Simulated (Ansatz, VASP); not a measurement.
## One calculation of Co, two programs

```
Co
1.0
    -1.39061    1.39061    1.39061
     1.39061   -1.39061    1.39061
     1.39061    1.39061   -1.39061
Co
1
Direct
  0.00000 0.00000 0.00000
```

Alike in both runs: task single point; functional PBE; k mesh 20 × 20 × 20; occupations gaussian, width 0.1 eV; collinear spin.

|  | VASP | Ansatz |
| --- | --- | --- |
| version | VASP 6.6.1 | Ansatz 0.2.0 |
| potentials or method | VASP PAW PBE potentials, release 64 (Co), cutoff 520 eV | scalar-relativistic, plane waves, PAW |
| valence electrons in the cell | 9 | 17 |

Ansatz gave:

| Item | Value |
| --- | --- |
| gap on the k mesh at the Fermi level (eV) | none |
| pressure (GPa) | 6.7 |
| net moment per atom (μB) | 1.72 |
| size of the moment on the site where the two differ most (μB) | 1.79 |

Estimate VASP's values.

gap on the k mesh at the Fermi level (eV): none; pressure (GPa): 6.0; net moment per atom (μB): 1.71; size of the moment on the site where the two differ most (μB): 1.73.

Site moments also hang on the region over which each program counts them. A gap of «none» marks a metal or a gap that the smearing closes. VASP's potentials hold 9 valence electrons a cell and Ansatz's 17, so a difference there can come from the potentials and not from the codes.
